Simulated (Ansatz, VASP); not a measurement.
## Pb in VASP and in Ansatz

File INCAR:

```
PREC = Accurate
ENCUT = 520
EDIFF = 1E-7
ISMEAR = 0
SIGMA = 0.1
LREAL = False
LASPH = True
NELM = 80
ALGO = Normal
ISIF = 2
LWAVE = False
LCHARG = False
GGA = PE
IVDW = 12
NBANDS = 13
```

KPOINTS

```
Automatic mesh
0
Gamma
  14 14 14
```

Contents of POSCAR:

```
Pb
1.0
    0.0000000000      2.4028048868      2.4028048868
    2.4028048868      0.0000000000      2.4028048868
    2.4028048868      2.4028048868      0.0000000000
Pb
1
Direct
    0.0000000000      0.0000000000      0.0000000000
```

Input for Ansatz:

```yaml
crystal:
  lattice:
    - [0.0, 2.4028048868, 2.4028048868]
    - [2.4028048868, 0.0, 2.4028048868]
    - [2.4028048868, 2.4028048868, 0.0]
  atoms:
    - { symbol: Pb, position: [0.0, 0.0, 0.0] }
basis:
  ecutwfc: 420
kpoints:
  mp_grid: { grid: [14, 14, 14] }
hamiltonian:
  xc: pbe
  dispersion: d3bj
scf:
  occupations: { method: gaussian, width: 0.1 }
output:
  forces: true
  stress: true
  eigenvalues: true
```

Alike in both runs: task single point; functional PBE; dispersion D3(BJ); k mesh 14 × 14 × 14; occupations gaussian, width 0.1 eV; no spin polarisation.

|  | VASP | Ansatz |
| --- | --- | --- |
| version | VASP 6.6.1 | Ansatz 0.2.0 |
| potentials or method | VASP PAW PBE potentials, release 64 (Pb_d), cutoff 520 eV | scalar-relativistic, plane waves, PAW |
| valence electrons in the cell | 14 | 14 |

Ansatz gave:

```
gap on the k mesh at the Fermi level (eV) : none
pressure (GPa)                            : 5.4
```

Task: What did VASP give for the same quantities?

Result: gap on the k mesh at the Fermi level (eV): none; pressure (GPa): 5.3.

A gap of «none» marks a metal or a gap that the smearing closes.

Spin-orbit coupling is off throughout.
